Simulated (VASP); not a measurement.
# KCl (Fm-3m) in VASP: a series of runs

KCl is run at these levels: PBEsol; tasks: relaxation of cell and atoms.

Program: VASP 6.6.1. These are calculated values, not measurements. Logs are shortened: lines on timing, memory, paths and dates and some standing lists are left out, and cuts for length are marked.

## Step 1: The cell of the first run

Symmetry: Fm-3m, No. 225, cubic system. Conventional cell: a = 6.243 Å, b = 6.243 Å, c = 6.243 Å, α = 90.00°, β = 90.00°, γ = 90.00°. K (site symmetry m-3m) has 6 Cl at 3.12 Å within 4.1 Å. Cl (site symmetry m-3m) has 6 K at 3.12 Å within 4.1 Å.

## Step 2: Relaxation of cell and atoms, PBEsol, target pressure -2 GPa, at which the enthalpy is minimised

INCAR

```
SYSTEM = KCl
  ALGO = Normal
  EDIFF = 1E-6
  EDIFFG = -0.002
  ENCUT = 600
  GGA = PS
  IBRION = 2
  ISIF = 3
  ISMEAR = 0
  LASPH = .True.
  LCHARG = .False.
  LREAL = .False.
  LWAVE = .False.
  NELM = 80
  NSW = 100
  PREC = Accurate
  PSTRESS = -20.0
  SIGMA = 0.01
```

KPOINTS

```
k-points
0
Gamma
  6 6 6
  0 0 0
```

POSCAR

```
KCl
1.0
    3.1212775812      3.1212775812      0.0000000000
   -3.1212775812      3.1212775812      0.0000000000
    0.0000000000      3.1212775812      3.1212775812
K Cl
1 1
Direct
    0.0000000000      0.0000000000      0.0000000000
    0.5000000000      0.5000000000      0.0000000000
```

Potentials or basis: VASP PAW PBE potentials, release 64 (K_sv, Cl).

Launch:

```
cat potpaw_PBE.64/K_sv/POTCAR potpaw_PBE.64/Cl/POTCAR > POTCAR
mpirun -np 1 vasp_std > vasp.out
```

OUTCAR:

```text
SYSTEM = KCl
   EDIFF = 1E-6
   EDIFFG = -0.002
   ENCUT = 600
   GGA = PS
   IBRION = 2
   ISIF = 3
   ISMEAR = 0
   LASPH = .True.
   LREAL = .False.
   NELM = 80
   NSW = 100
   PREC = Accurate
   PSTRESS = -20.0

 ion  position               nearest neighbor table
   1  0.000  0.000  0.000-   2 3.12   2 3.12   2 3.12   2 3.12   2 3.12   2 3.12
   2  0.500  0.500  0.000-   1 3.12   1 3.12   1 3.12   1 3.12   1 3.12   1 3.12

  LATTYP: Found a face centered cubic cell.
 ALAT       =     6.2425551624

  Lattice vectors:

 A1 = (   0.0000000000,   3.1212775812,   3.1212775812)
 A2 = (   3.1212775812,   0.0000000000,   3.1212775812)
 A3 = (   3.1212775812,   3.1212775812,   0.0000000000)

Analysis of symmetry for initial positions (statically):
=====================================================================
 Subroutine PRICEL returns:
 Original cell was already a primitive cell.

 Routine SETGRP: Setting up the symmetry group for a
 face centered cubic supercell.

 Subroutine GETGRP returns: Found 48 space group operations
 (whereof 48 operations were pure point group operations)
 out of a pool of 48 trial point group operations.

The static configuration has the point symmetry O_h .

Analysis of symmetry for dynamics (positions and initial velocities):
=====================================================================
 Subroutine PRICEL returns:
 Original cell was already a primitive cell.

 Routine SETGRP: Setting up the symmetry group for a
 face centered cubic supercell.

 Subroutine GETGRP returns: Found 48 space group operations
 (whereof 48 operations were pure point group operations)
 out of a pool of 48 trial point group operations.

The dynamic configuration has the point symmetry O_h .

 Subroutine INISYM returns: Found 48 space group operations
 (whereof 48 operations are pure point group operations),
 and found     1 'primitive' translations

----------------------------------------------------------------------------------------

                                     Primitive cell

  volume of cell :      60.8173

  direct lattice vectors                    reciprocal lattice vectors
     3.121277581  3.121277581  0.000000000     0.160190815  0.160190815 -0.160190815
    -3.121277581  3.121277581  0.000000000    -0.160190815  0.160190815 -0.160190815
     0.000000000  3.121277581  3.121277581     0.000000000  0.000000000  0.320381630

  length of vectors
     4.414153087  4.414153087  4.414153087     0.277458631  0.277458631  0.320381630

[... 62 lines left out ...]
   PREC   = accura    normal or accurate (medium, high low for compatibility)
   ISTART =      0    job   : 0-new  1-cont  2-samecut
   ICHARG =      2    charge: 1-file 2-atom 10-const
   ISPIN  =      1    spin polarized calculation?
   LNONCOLLINEAR =      F non collinear calculations
   LSORBIT =      F    spin-orbit coupling
   LASPH  =      T    aspherical Exc in radial PAW
   ENCUT  =  600.0 eV  44.10 Ry    6.64 a.u.   8.82  8.82  8.82*2*pi/ulx,y,z
   NELM   =     80;   NELMIN=  2; NELMDL= -5     # of ELM steps
   EDIFF  = 0.1E-05   stopping-criterion for ELM
   LREAL  =      F    real-space projection
   EDIFFG = -.2E-02   stopping-criterion for IOM
   NSW    =    100    number of steps for IOM
   IBRION =      2    ionic relax: 0-MD 1-quasi-New 2-CG
   NFREE  =      1    steps in history (QN), initial steepest desc. (CG)
   ISIF   =      3    stress and relaxation
   ISYM   =      2    0-nonsym 1-usesym 2-fastsym
   POTIM  = 0.5000    time-step for ionic-motion
   TEBEG  =    0.0;   TEEND  =   0.0 temperature during run
   PSTRESS=  -20.0 pullay stress
   NELECT =      16.0000    total number of electrons
   NUPDOWN=      -1.0000    fix difference up-down
   EMIN   =  10.00;   EMAX   =-10.00  energy-range for DOS
   EFERMI =   0.00;   METHOD = LEGACY
   ISMEAR =     0;   SIGMA  =   0.01  broadening in eV -4-tet -1-fermi 0-gaus
   EFERMI_NEDOS =   21; number of points for ismear=-14 and -15
   IALGO  =     38    algorithm
   IMIX   =      4    mixing-type and parameters
     AMIX     =   0.40;   BMIX     =  1.00
     AMIX_MAG =   1.60;   BMIX_MAG =  1.00
  volume/ion in A,a.u.               =      30.41       205.21
  Fermi-wavevector in a.u.,A,eV,Ry     =   1.048993  1.982309 14.971654  1.100386
  Thomas-Fermi vector in A             =   2.183937
   LORBIT       =      0    0 simple, 1 ext, 2 COOP (PROOUT), +10 PAW based schemes
   GGA     = PS    functional components
   LHFCALC =     F    Hartree Fock is set to
   AEXX    =    0.0000 exact exchange contribution
   IVDW    =     0    specifies the selected vdW correction
   LEPSILON=     F    determine dielectric tensor
   LRPA    =     F    only Hartree local field effects (RPA)
 conjugate gradient relaxation of ions
 non-spin polarized calculation
 Gauss-broadening in eV      SIGMA  =   0.01
  energy-cutoff  :      600.00
  volume of cell :       60.82
 maximum number of plane-waves:      2085
   NGX = 17   NGY = 17   NGZ = 17

--------------------------------------- Ionic step        1  -------------------------------------------

 number of electron      16.0000002 magnetization

 Free energy of the ion-electron system (eV)
  ---------------------------------------------------
  ext. energy  EPLUGINS =         0.00000000
  ---------------------------------------------------
  free energy    TOTEN  =        -7.02324785 eV

  energy without entropy =       -7.02324785  energy(sigma->0) =       -7.02324785

------------------------ aborting loop because EDIFF is reached ----------------------------------------

  FORCE on cell =-STRESS in cart. coord.  units (eV):
  Direction    XX          YY          ZZ          XY          YZ          ZX
  --------------------------------------------------------------------------------------
  -------------------------------------------------------------------------------------
  Total        0.0347922      0.0347922      0.0347922     -0.0000000      0.0000000      0.0000000
  in kB        0.9165682      0.9165682      0.9165682     -0.0000000      0.0000000      0.0000000
  external PRESSURE =      20.9165682 kB  Pullay stress =     -20.0000000 kB
[... 139 lines left out ...]
--------------------------------------- Ionic step        5  -------------------------------------------

 number of electron      16.0000001 magnetization

 Free energy of the ion-electron system (eV)
  ---------------------------------------------------
  ext. energy  EPLUGINS =         0.00000000
  ---------------------------------------------------
  free energy    TOTEN  =        -6.94613166 eV

  energy without entropy =       -6.94613166  energy(sigma->0) =       -6.94613166

 E-fermi :  -2.3450     XC(G=0):  -7.1285

 val. band max:       -2.3940311006   @ k =   0.0000   0.0000   0.0000
 cond. band min:       2.2242837510   @ k =   0.0000   0.0000   0.0000
 fundamental gap:      4.6183148517
 Fermi energy:        -2.3449748053

 k-point     1 :       0.0000    0.0000    0.0000
  band No.  band energies     occupation
      1     -29.8067      2.00000
      2     -14.3436      2.00000
      3     -13.3275      2.00000
      4     -13.3275      2.00000
      5     -13.3275      2.00000
      6      -2.3940      2.00000
      7      -2.3940      2.00000
      8      -2.3940      2.00000
      9       2.2243      0.00000
     10       5.8113      0.00000
     11       5.8113      0.00000
     12       5.8113      0.00000
[... 256 lines left out ...]
  energy  without entropy=       -6.9461316604  energy(sigma->0) =       -6.94613166

  enthalpy is  TOTEN    =        -7.8408961641 eV   P V=       -0.8947645037

 reached required accuracy - stopping structural energy minimisation
```

CONTCAR:

```text
KCl
   1.00000000000000
     3.2970063174556876    3.2970063174556876   -0.0000000000000000
    -3.2970063174556876    3.2970063174556876   -0.0000000000000000
     0.0000000000000000    3.2970063174556876    3.2970063174556876
  K               Cl
     1     1
Direct
     0.0000000000000000    0.0000000000000000    0.0000000000000000
     0.5000000000000000    0.5000000000000000    1.0000000000000000

  0.00000000E+00  0.00000000E+00  0.00000000E+00
  0.00000000E+00  0.00000000E+00  0.00000000E+00
```

Wall time 2.3 min (1 thread of AMD EPYC 7R13, shared host); peak memory 0.19 GiB.

What came out:

```
Free energy                                            : -6.9461 eV
Relaxed volume                                         : 35.84 Å³/atom
Relaxed cell                                           : a = 4.663 Å, b = 4.663 Å, c = 4.663 Å, α = 60.00°, β = 60.00°, γ = 90.00°
Space group after relaxing (to 0.05 Å)                 : Fm-3m (No. 225)
Energy change on relaxing (the enthalpy is what falls) : +38.6 meV/atom
Ionic steps                                            : 5
Pressure after relaxing                                : -2.0 GPa
Band gap on the k mesh                                 : 4.62 eV, direct
```

Step by step:
| step | energy change (eV) | largest force (eV/Å) | pressure (GPa) | volume (Å³) |
| --- | --- | --- | --- | --- |
| 1 | 0.0000 | 0.0000 | 0.09 | 60.82 |
| 2 | 0.0091 | 0.0000 | -0.85 | 64.38 |
| 3 | 0.0520 | 0.0000 | -1.74 | 69.53 |
| 4 | 0.0717 | 0.0000 | -1.95 | 71.24 |
| 5 | 0.0771 | 0.0000 | -2.00 | 71.68 |

Final structure:
```
CELL_PARAMETERS angstrom
3.29701 3.29701 0.00000
-3.29701 3.29701 0.00000
0.00000 3.29701 3.29701
ATOMIC_POSITIONS crystal
K 0.00000 0.00000 0.00000
Cl 0.50000 0.50000 0.00000
```

Caveat: the cell is relaxed towards a set pressure, so the enthalpy falls and the energy may rise; the volume moved by over 15 % at a fixed basis, so the end points are rough; the PAW data sets were made with another functional, which shifts forces and pressure a little.

## Step 3: Relaxation of cell and atoms, PBEsol, target pressure 2 GPa, at which the enthalpy is minimised

INCAR

```
SYSTEM = KCl
PREC = Accurate
ENCUT = 600
EDIFF = 1E-7
ISMEAR = 0
SIGMA = 0.01
LREAL = .FALSE.
LASPH = .TRUE.
NELM = 100
ALGO = Normal
ISIF = 3
LWAVE = .FALSE.
LCHARG = .FALSE.
GGA = PS
IBRION = 2
NSW = 100
EDIFFG = -0.002
PSTRESS = 20.0
```

KPOINTS

```
regular mesh
0
G
  6 6 6
  0 0 0
```

POSCAR is that of step 2.

Potentials or basis: VASP PAW PBE potentials, release 64 (K_sv, Cl).

Launch:

```
cat potpaw_PBE.64/K_sv/POTCAR potpaw_PBE.64/Cl/POTCAR > POTCAR
mpirun -np 1 vasp_std > vasp.out
```

It took 91 s on 1 thread of AMD EPYC 7R13, shared host; peak memory 0.19 GiB.

Results (log left out):

```yaml
Free_energy: -6.9941 eV
Relaxed_volume: 28.01 Å³/atom
Relaxed_cell: a = 4.295 Å, b = 4.295 Å, c = 4.295 Å, α = 60.00°, β = 60.00°, γ = 90.00°
Space_group_after_relaxing_to_0.05_Å: Fm-3m (No. 225)
Energy_change_on_relaxing_the_enthalpy_is_what_falls: +14.6 meV/atom
Ionic_steps: 4
Pressure_after_relaxing: 2.0 GPa
Band_gap_on_the_k_mesh: 5.38 eV, direct
```

The path:
```csv
step,energy change (eV),largest force (eV/Å),pressure (GPa),volume (Å³)
1,0.0000,0.0000,0.09,60.82
2,0.0123,0.0000,1.24,57.69
3,0.0272,0.0000,1.93,56.17
4,0.0291,0.0000,2.00,56.01
```

Final structure:
```yaml
crystal:
  lattice:
    - [3.03681, 3.03681, 0.00000]
    - [-3.03681, 3.03681, 0.00000]
    - [0.00000, 3.03681, 3.03681]
  atoms:
    - { symbol: K, position: [0.00000, 0.00000, 0.00000] }
    - { symbol: Cl, position: [0.50000, 0.50000, 0.00000] }
```

Levels at points of the mesh, in eV from the valence-band top:
```
           k point  band 6  band 7  band 8  band 9  band 10  band 11
(0.00, 0.00, 0.00)    0.00    0.00    0.00    5.38     8.31     8.31
(0.50, 0.00, 0.00)   -1.29   -0.43   -0.43    7.71     8.89    10.81
(0.50, 0.50, 0.00)   -0.74   -0.25   -0.25    6.26     8.71    10.37
```

Caveat: the cell is relaxed towards a set pressure, so the enthalpy falls and the energy may rise; the PAW data sets were made with another functional, which shifts forces and pressure a little.

## Step 4: Relaxation of cell and atoms, PBEsol, target pressure 4 GPa, at which the enthalpy is minimised

Changes to INCAR since step 3:

```diff
@@ -3,3 +3,3 @@
 ENCUT = 600
-EDIFF = 1E-7
+EDIFF = 1E-6
 ISMEAR = 0
@@ -17,2 +17,2 @@
 EDIFFG = -0.002
-PSTRESS = 20.0
+PSTRESS = 40.0
```

KPOINTS is that of step 3.

POSCAR is that of step 3.

Launch:

```
cat potpaw_PBE.64/K_sv/POTCAR potpaw_PBE.64/Cl/POTCAR > POTCAR
mpirun -np 1 vasp_std > vasp.out
```

Wall time 94 s (1 thread of AMD EPYC 7R13, shared host); peak memory 0.19 GiB.

Results (log left out):

```yaml
Free_energy: -6.9323 eV
Relaxed_volume: 26.32 Å³/atom
Relaxed_cell: a = 4.207 Å, b = 4.207 Å, c = 4.207 Å, α = 60.00°, β = 60.00°, γ = 90.00°
Space_group_after_relaxing_to_0.05_Å: Fm-3m (No. 225)
Energy_change_on_relaxing_the_enthalpy_is_what_falls: +45.5 meV/atom
Ionic_steps: 5
Pressure_after_relaxing: 4.0 GPa
Band_gap_on_the_k_mesh: 5.62 eV, direct
```

The path:
```tsv
step	energy change (eV)	largest force (eV/Å)	pressure (GPa)	volume (Å³)
1	0.0000	0.0000	0.09	60.82
2	0.0514	0.0000	2.81	54.52
3	0.0879	0.0000	3.92	52.77
4	0.0917	0.0000	4.02	52.61
5	0.0910	0.0000	4.01	52.64
```

Final structure:
```
K Cl
1.0
     2.97466    2.97466    0.00000
    -2.97466    2.97466    0.00000
     0.00000    2.97466    2.97466
K Cl
1 1
Cartesian
  0.0000 0.0000 0.0000
  0.0000 5.9493 2.9747
```

Levels at points of the mesh, in eV from the valence-band top:
```tsv
k point	band 4	band 5	band 6	band 7	band 8	band 9	band 10	band 11	band 12
(0.00, 0.00, 0.00)	-10.21	-10.21	0.00	0.00	0.00	5.62	8.30	8.30	8.30
(0.50, 0.00, 0.00)	-10.22	-9.84	-1.43	-0.50	-0.50	7.88	9.11	10.99	10.99
(0.50, 0.50, 0.00)	-10.32	-10.32	-0.77	-0.26	-0.26	6.16	9.00	10.46	10.91
```

Caveat: the cell is relaxed towards a set pressure, so the enthalpy falls and the energy may rise; the PAW data sets were made with another functional, which shifts forces and pressure a little. As with any semilocal functional, this PBEsol gap is likely too small.

## Step 5: The runs side by side

```tsv
cell	gap on the mesh (eV)	pressure (GPa)
relaxed to -2 GPa	4.62	-2.0
relaxed to 2 GPa	5.38	2.0
relaxed to 4 GPa	5.62	4.0
```

Alike in all rows: task relaxation of cell and atoms; level PBEsol; potentials or basis VASP PAW PBE potentials, release 64 (K_sv, Cl); no spin polarisation; k mesh 6 × 6 × 6; cutoff (eV) 600; smearing gaussian 0.01 eV.

Caveats: the cell is relaxed towards a set pressure, so the enthalpy falls and the energy may rise; the PAW data sets were made with another functional, which shifts forces and pressure a little; the volume moved by over 15 % at a fixed basis, so the end points are rough (some runs).

Total energies depend on the potentials used, so only differences within one code and one set of settings carry meaning.
